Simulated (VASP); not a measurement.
Set up this calculation in VASP 6.6.1, as the native input.

| Property | Result |
| --- | --- |
| Task | single point |
| Functional | PBE |
| Dispersion | D3(BJ) |
| Potentials or basis | VASP PAW PBE potentials, release 64 (B, N) |
| Cutoff | 520 eV |
| k mesh | 12 × 12 × 1 |
| Occupations | gaussian, width 0.05 eV |
| Spin | collinear spin |
| Starting moments | [0.0, 0.0, 0.0, 1.0, 0.0, 0.0, 0.0] μB |
| Dipole correction | yes |
| Further INCAR settings | ALGO = Normal; EDIFF = 1e-06; NBANDS = 26 |

The structure of B4N3 lies in POSCAR:

```
B4N3
1.0
    2.5061138137      0.0000000000      0.0000000000
   -1.2530569069      2.1703582275      0.0000000000
    0.0000000000      0.0000000000     25.5926876598
B N
4 3
Direct
    0.6666666667      0.3333333333      0.3321261179
    0.3427214490      0.6854428980      0.4622699643
    0.0295279321      0.0590558641      0.5916441182
    0.6972281174      0.3944562349      0.6644389400
    0.3333333333      0.6666666667      0.3322402185
    0.0093967147      0.0187934294      0.4622367575
    0.6961099312      0.3922198624      0.5882869460
```

The input as run:

INCAR

```
SYSTEM = B4N3
PREC = Accurate ; ENCUT = 520
EDIFF = 1E-6 ; ISMEAR = 0
SIGMA = 0.05 ; LREAL = .FALSE.
LASPH = .TRUE. ; NELM = 150
ALGO = Normal ; ISIF = 2
LWAVE = .FALSE. ; LCHARG = .FALSE.
ISPIN = 2 ; MAGMOM = 0 0 0 1 0 0 0
LORBIT = 11 ; LDIPOL = .TRUE.
IDIPOL = 3 ; DIPOL = 0.5 0.5 0.490
GGA = PE ; IVDW = 12
NBANDS = 26
```

KPOINTS

```
regular mesh
0
G
  12 12 1
  0 0 0
```

Potentials or basis: VASP PAW PBE potentials, release 64 (B, N).

The run is started by

```console
$ cat potpaw_PBE.64/B/POTCAR potpaw_PBE.64/N/POTCAR > POTCAR
$ mpirun -np 1 vasp_std > vasp.out
```

Results of the run:

```yaml
Largest_force: 0.057 eV/Å
Net_moment: 0.00 μB per cell
Valence_electrons_inside_the_program's_atomic_spheres: B 2.17, 2.18, 1.42 (each value once); N 4.02
Dispersion_energy_per_atom: -0.148 eV
```

Wall time 14 min on 1 thread of Oxide Virtual Turin-like Processor, on a shared host, peak memory 0.41 GiB.
